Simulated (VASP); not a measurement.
# ZrZnN (P-6m2) in VASP: single point with PBE

Aim: the single point of ZrZnN with PBE.

Everything below comes from runs of VASP 6.6.1. Logs are shortened: lines on timing, memory, paths and dates and some standing lists are left out, and cuts for length are marked.

## 1. The cell of the first run

Symmetry: P-6m2, No. 187, hexagonal system. The conventional cell has a = 3.560 Å, b = 3.560 Å, c = 5.970 Å, α = 90.00°, β = 90.00°, γ = 120.00°. Zr (site symmetry -6m2) has 3 N at 2.06 Å within 2.7 Å. Zn (site symmetry -6m2) has 2 Zr at 2.99 Å and 6 Zn at 3.56 Å and 6 N at 3.62 Å within 3.9 Å. Within 2.7 Å of N (site symmetry -6m2) lie 3 Zr at 2.06 Å.

The cell was generated, and may not be a known phase.

## 2. Single point, PBE, collinear spin

The input, INCAR:

```
SYSTEM = ZrZnN
PREC = Accurate
ENCUT = 600
EDIFF = 1E-6
ISMEAR = 0
SIGMA = 0.1
LREAL = .FALSE.
LASPH = .TRUE.
NELM = 200
ALGO = Normal
ISIF = 2
LWAVE = .FALSE.
LCHARG = .TRUE.
ISPIN = 2
MAGMOM = 1 0 0
LORBIT = 11
LMAXMIX = 4
GGA = PE
LELF = .TRUE.
LVHAR = .TRUE.
NBANDS = 26
GGA_COMPAT = .FALSE.
```

The input, KPOINTS:

```
Automatic mesh
0
G
  6 6 4
  0 0 0
```

The input, POSCAR:

```
ZrZnN
1.0
    3.5599430192      0.0000000000      0.0000000000
   -1.7799715096      3.0830010907      0.0000000000
    0.0000000000      0.0000000000      5.9701118497
Zr Zn N
1 1 1
Direct
    0.3333333333      0.6666666667      0.5000000000
    0.3333333333      0.6666666667      0.0000000000
    0.0000000000      0.0000000000      0.5000000000
```

Potentials or basis: VASP PAW PBE potentials, release 64 (Zr_sv, Zn, N).

Launch:

```console
> cat potpaw_PBE.64/Zr_sv/POTCAR potpaw_PBE.64/Zn/POTCAR potpaw_PBE.64/N/POTCAR > POTCAR
> mpirun -np 1 vasp_std > vasp.out
```

OUTCAR:

```text
SYSTEM = ZrZnN
   PREC = Accurate
   ENCUT = 600
   EDIFF = 1E-6
   ISMEAR = 0
   LREAL = .FALSE.
   LASPH = .TRUE.
   NELM = 200
   ISIF = 2
   ISPIN = 2
   LORBIT = 11
   GGA = PE

 ion  position               nearest neighbor table
   1  0.333  0.667  0.500-   3 2.06   3 2.06   3 2.06   2 2.99   2 2.99
   2  0.333  0.667  0.000-   1 2.99   1 2.99
   3  0.000  0.000  0.500-   1 2.06   1 2.06   1 2.06

  LATTYP: Found a hexagonal cell.
 ALAT       =     3.5599430192
 C/A-ratio  =     1.6770245528

  Lattice vectors:

 A1 = (   3.5599430192,   0.0000000000,   0.0000000000)
 A2 = (  -1.7799715096,   3.0830010907,   0.0000000000)
 A3 = (   0.0000000000,   0.0000000000,   5.9701118497)

Analysis of symmetry for initial positions (statically):
=====================================================================
 Subroutine PRICEL returns:
 Original cell was already a primitive cell.

 Routine SETGRP: Setting up the symmetry group for a
 hexagonal supercell.

 Subroutine GETGRP returns: Found 12 space group operations
 (whereof 12 operations were pure point group operations)
 out of a pool of 24 trial point group operations.

The static configuration has the point symmetry D_3h.

Analysis of symmetry for dynamics (positions and initial velocities):
=====================================================================
 Subroutine PRICEL returns:
 Original cell was already a primitive cell.

 Routine SETGRP: Setting up the symmetry group for a
 hexagonal supercell.

 Subroutine GETGRP returns: Found 12 space group operations
 (whereof 12 operations were pure point group operations)
 out of a pool of 24 trial point group operations.

The dynamic configuration has the point symmetry D_3h.

Analysis of structural, dynamic, and magnetic symmetry:
=====================================================================
 Subroutine PRICEL returns:
 Original cell was already a primitive cell.

 Routine SETGRP: Setting up the symmetry group for a
 hexagonal supercell.

 Subroutine GETGRP returns: Found 12 space group operations
 (whereof 12 operations were pure point group operations)
 out of a pool of 24 trial point group operations.

The overall configuration has the point symmetry D_3h.

 Subroutine INISYM returns: Found 12 space group operations
 (whereof 12 operations are pure point group operations),
 and found     1 'primitive' translations

----------------------------------------------------------------------------------------

                                     Primitive cell

  volume of cell :      65.5238

  direct lattice vectors                    reciprocal lattice vectors
     3.559943019  0.000000000  0.000000000     0.280903372  0.162179638  0.000000000
    -1.779971510  3.083001091  0.000000000     0.000000000  0.324359275  0.000000000
     0.000000000  0.000000000  5.970111850     0.000000000  0.000000000  0.167501049

  length of vectors
     3.559943019  3.559943019  5.970111850     0.324359275  0.324359275  0.167501049

  position of ions in fractional coordinates (direct lattice)
     0.333333333  0.666666667  0.500000000
     0.333333333  0.666666667  0.000000000
     0.000000000  0.000000000  0.500000000

  ion indices of the primitive-cell ions
   primitive index   ion index
                 1           1
                 2           2
                 3           3

----------------------------------------------------------------------------------------

 KPOINTS: Automatic mesh

Automatic generation of k-mesh.
 Grid dimensions read from file:
 generate k-points for:    6    6    4

 Generating k-lattice:

  Cartesian coordinates                     Fractional coordinates (reciprocal lattice)
     0.046817229  0.027029940  0.000000000     0.166666667  0.000000000  0.000000000
     0.000000000  0.054059879  0.000000000     0.000000000  0.166666667  0.000000000
     0.000000000  0.000000000  0.041875262     0.000000000  0.000000000  0.250000000

  Length of vectors
     0.054059879  0.054059879  0.041875262

  Shift w.r.t. Gamma in fractional coordinates (k-lattice)
     0.000000000  0.000000000  0.000000000

 Subroutine IBZKPT returns following result:
 ===========================================

 Found     21 irreducible k-points:

 Following reciprocal coordinates:
            Coordinates               Weight
  0.000000  0.000000  0.000000      1.000000
  0.166667  0.000000  0.000000      6.000000
  0.333333  0.000000  0.000000      6.000000
  0.500000  0.000000  0.000000      3.000000
  0.166667  0.166667  0.000000      6.000000
  0.333333  0.166667  0.000000     12.000000
[... 13 lines left out ...]
  0.333333  0.166667  0.500000     12.000000
  0.333333  0.333333  0.500000      2.000000
   k-points           NKPTS =     21   k-points in BZ     NKDIM =     21   number of bands    NBANDS=     26
   number of dos      NEDOS =    301   number of ions     NIONS =      3
   total plane-waves  NPLWV =  37632
   dimension x,y,z NGX =    28 NGY =   28 NGZ =   48
   dimension x,y,z NGXF=    56 NGYF=   56 NGZF=   96
   ions per type =               1   1   1
   NGX,Y,Z   is equivalent  to a cutoff of  13.08, 13.08, 13.37 a.u.
   NGXF,Y,Z  is equivalent  to a cutoff of  26.15, 26.15, 26.73 a.u.
 SYSTEM =  ZrZnN
   PREC   = accura    normal or accurate (medium, high low for compatibility)
   ISTART =      0    job   : 0-new  1-cont  2-samecut
   ICHARG =      2    charge: 1-file 2-atom 10-const
   ISPIN  =      2    spin polarized calculation?
   LNONCOLLINEAR =      F non collinear calculations
   LSORBIT =      F    spin-orbit coupling
   LASPH  =      T    aspherical Exc in radial PAW
   ENCUT  =  600.0 eV  44.10 Ry    6.64 a.u.   7.11  7.11 11.92*2*pi/ulx,y,z
   NELM   =    200;   NELMIN=  2; NELMDL= -5     # of ELM steps
   EDIFF  = 0.1E-05   stopping-criterion for ELM
   LREAL  =      F    real-space projection
   EDIFFG = 0.1E-04   stopping-criterion for IOM
   NSW    =      0    number of steps for IOM
   IBRION =     -1    ionic relax: 0-MD 1-quasi-New 2-CG
   NFREE  =      0    steps in history (QN), initial steepest desc. (CG)
   ISIF   =      2    stress and relaxation
   ISYM   =      2    0-nonsym 1-usesym 2-fastsym
   POTIM  = 0.5000    time-step for ionic-motion
   TEBEG  =    0.0;   TEEND  =   0.0 temperature during run
   PSTRESS=    0.0 pullay stress
   NELECT =      29.0000    total number of electrons
   NUPDOWN=      -1.0000    fix difference up-down
   EMIN   =  10.00;   EMAX   =-10.00  energy-range for DOS
   EFERMI =   0.00;   METHOD = LEGACY
   ISMEAR =     0;   SIGMA  =   0.10  broadening in eV -4-tet -1-fermi 0-gaus
   EFERMI_NEDOS =   21; number of points for ismear=-14 and -15
   IALGO  =     38    algorithm
   IMIX   =      4    mixing-type and parameters
     AMIX     =   0.40;   BMIX     =  1.00
     AMIX_MAG =   1.60;   BMIX_MAG =  1.00
  volume/ion in A,a.u.               =      21.84       147.39
  Fermi-wavevector in a.u.,A,eV,Ry     =   1.247597  2.357617 21.177456  1.556499
  Thomas-Fermi vector in A             =   2.381722
   LORBIT       =     11    0 simple, 1 ext, 2 COOP (PROOUT), +10 PAW based schemes
   GGA     = PE    functional components
   LHFCALC =     F    Hartree Fock is set to
   AEXX    =    0.0000 exact exchange contribution
   IVDW    =     0    specifies the selected vdW correction
   LEPSILON=     F    determine dielectric tensor
   LRPA    =     F    only Hartree local field effects (RPA)
 spin polarized calculation
 Gauss-broadening in eV      SIGMA  =   0.10
  energy-cutoff  :      600.00
  volume of cell :       65.52
 maximum number of plane-waves:      2208
   NGX = 15   NGY = 15   NGZ = 23

 number of electron      28.9999998 magnetization      -0.0012412

 number of electron      28.9999998 magnetization       0.0002496

 Free energy of the ion-electron system (eV)
  ---------------------------------------------------
  ext. energy  EPLUGINS =         0.00000000
  ---------------------------------------------------
  free energy    TOTEN  =       -19.26565378 eV

  energy without entropy =      -19.25442366  energy(sigma->0) =      -19.26003872

 E-fermi :   3.7911     XC(G=0):  -9.3259

 val. band max:        3.7465271282   @ k =   0.3333   0.3333   0.2500
 cond. band min:       3.8085576916   @ k =   0.5000   0.0000   0.2500
 fundamental gap:      0.0620305634
 Fermi energy:         3.7910957897

 spin component 1

 k-point     1 :       0.0000    0.0000    0.0000
  band No.  band energies     occupation
      1     -45.5606      1.00000
      2     -23.6973      1.00000
      3     -23.5134      1.00000
      4     -23.5134      1.00000
      5     -10.7866      1.00000
      6      -3.4549      1.00000
[... 18 lines left out ...]
     25      16.0502      0.00000
     26      16.7859      0.00000

 k-point     2 :       0.1667    0.0000    0.0000
  band No.  band energies     occupation
      1     -45.5519      1.00000
      2     -23.6858      1.00000
      3     -23.6488      1.00000
      4     -23.5408      1.00000
      5     -10.4968      1.00000
      6      -3.4393      1.00000
[... 18 lines left out ...]
     25      14.5542      0.00000
     26      16.9021      0.00000

 k-point     3 :       0.3333    0.0000    0.0000
  band No.  band energies     occupation
      1     -45.5342      1.00000
      2     -23.9064      1.00000
      3     -23.6627      1.00000
      4     -23.5949      1.00000
      5      -9.9628      1.00000
      6      -3.4218      1.00000
[... 485 lines left out ...]
 k-point    20 :       0.3333    0.1667    0.5000
  band No.  band energies     occupation
      1     -45.5254      1.00000
      2     -23.9782      1.00000
      3     -23.6777      1.00000
      4     -23.6527      1.00000
      5      -9.6884      1.00000
      6      -3.3685      1.00000
[... 18 lines left out ...]
     25      13.6063      0.00000
     26      15.6598      0.00000

 k-point    21 :       0.3333    0.3333    0.5000
  band No.  band energies     occupation
      1     -45.5209      1.00000
      2     -23.9662      1.00000
      3     -23.7688      1.00000
      4     -23.6469      1.00000
      5      -9.5350      1.00000
      6      -3.3313      1.00000
[... 18 lines left out ...]
     25      14.5625      0.00000
     26      15.9984      0.00000
 Fermi energy:         3.7910957897

 spin component 2

 k-point     1 :       0.0000    0.0000    0.0000
  band No.  band energies     occupation
      1     -45.5605      1.00000
      2     -23.6970      1.00000
      3     -23.5130      1.00000
      4     -23.5130      1.00000
      5     -10.7866      1.00000
      6      -3.4549      1.00000
[... 18 lines left out ...]
     25      16.0495      0.00000
     26      16.7847      0.00000

 k-point     2 :       0.1667    0.0000    0.0000
  band No.  band energies     occupation
      1     -45.5517      1.00000
      2     -23.6855      1.00000
      3     -23.6484      1.00000
      4     -23.5404      1.00000
      5     -10.4969      1.00000
      6      -3.4393      1.00000
[... 18 lines left out ...]
     25      14.5553      0.00000
     26      16.9018      0.00000

 k-point     3 :       0.3333    0.0000    0.0000
  band No.  band energies     occupation
      1     -45.5341      1.00000
      2     -23.9060      1.00000
      3     -23.6624      1.00000
      4     -23.5945      1.00000
      5      -9.9630      1.00000
      6      -3.4218      1.00000
[... 485 lines left out ...]
 k-point    20 :       0.3333    0.1667    0.5000
  band No.  band energies     occupation
      1     -45.5252      1.00000
      2     -23.9778      1.00000
      3     -23.6773      1.00000
      4     -23.6524      1.00000
      5      -9.6885      1.00000
      6      -3.3685      1.00000
[... 18 lines left out ...]
     25      13.6071      0.00000
     26      15.6230      0.00000

 k-point    21 :       0.3333    0.3333    0.5000
  band No.  band energies     occupation
      1     -45.5208      1.00000
      2     -23.9658      1.00000
      3     -23.7684      1.00000
      4     -23.6466      1.00000
      5      -9.5351      1.00000
      6      -3.3314      1.00000
[... 18 lines left out ...]
     25      14.5630      0.00000
     26      15.9999      0.00000

------------------------ aborting loop because EDIFF is reached ----------------------------------------

  FORCE on cell =-STRESS in cart. coord.  units (eV):
  Direction    XX          YY          ZZ          XY          YZ          ZX
  --------------------------------------------------------------------------------------
  -------------------------------------------------------------------------------------
  Total        0.0807417      0.0807417      0.0412261      0.0000000      0.0000000      0.0000000
  in kB        1.9742822      1.9742822      1.0080546      0.0000000      0.0000000      0.0000000
  external PRESSURE =       1.6522063 kB  Pullay stress =       0.0000000 kB

 VOLUME and BASIS-vectors are now :
 -----------------------------------------------------------------------------
  energy-cutoff  :      600.00
  volume of cell :       65.52
      direct lattice vectors                 reciprocal lattice vectors
     3.559943019  0.000000000  0.000000000     0.280903372  0.162179638  0.000000000
    -1.779971510  3.083001091  0.000000000     0.000000000  0.324359275  0.000000000
     0.000000000  0.000000000  5.970111850     0.000000000  0.000000000  0.167501049

 POSITION                                       TOTAL-FORCE (eV/Angst)
 -----------------------------------------------------------------------------------
     -0.00000      2.05533      2.98506        -0.000000      0.000000      0.000000
     -0.00000      2.05533      0.00000         0.000000     -0.000000      0.000000
      0.00000      0.00000      2.98506         0.000000     -0.000000      0.000000
 -----------------------------------------------------------------------------------
    total drift:                               -0.000002      0.000001     -0.000000

  FREE ENERGIE OF THE ION-ELECTRON SYSTEM (eV)
  ---------------------------------------------------
  free  energy   TOTEN  =       -19.2656537795 eV

  energy  without entropy=      -19.2544236577  energy(sigma->0) =      -19.26003872

 total charge

# of ion       s       p       d       tot
------------------------------------------
    1        2.201   6.015   1.671   9.888
    2        0.754   0.153   9.724  10.631
    3        1.275   2.469   0.000   3.744
--------------------------------------------------
tot          4.231   8.637  11.395  24.262

 magnetization (x)

# of ion       s       p       d       tot
------------------------------------------
    1       -0.000   0.000   0.000   0.000
    2        0.000  -0.000   0.000  -0.000
    3       -0.000  -0.000   0.000  -0.000
--------------------------------------------------
tot         -0.000  -0.000   0.000   0.000
```

It took 68 s on 1 thread of Intel Xeon 8259CL, shared host; peak memory 0.26 GiB.

Results:

```yaml
Free_energy: -19.2657 eV
Pressure: 0.2 GPa
Net_moment: 0.00 μB per cell
Valence_electrons_inside_the_program's_atomic_spheres: Zr 9.89; Zn 10.63; N 3.74
```
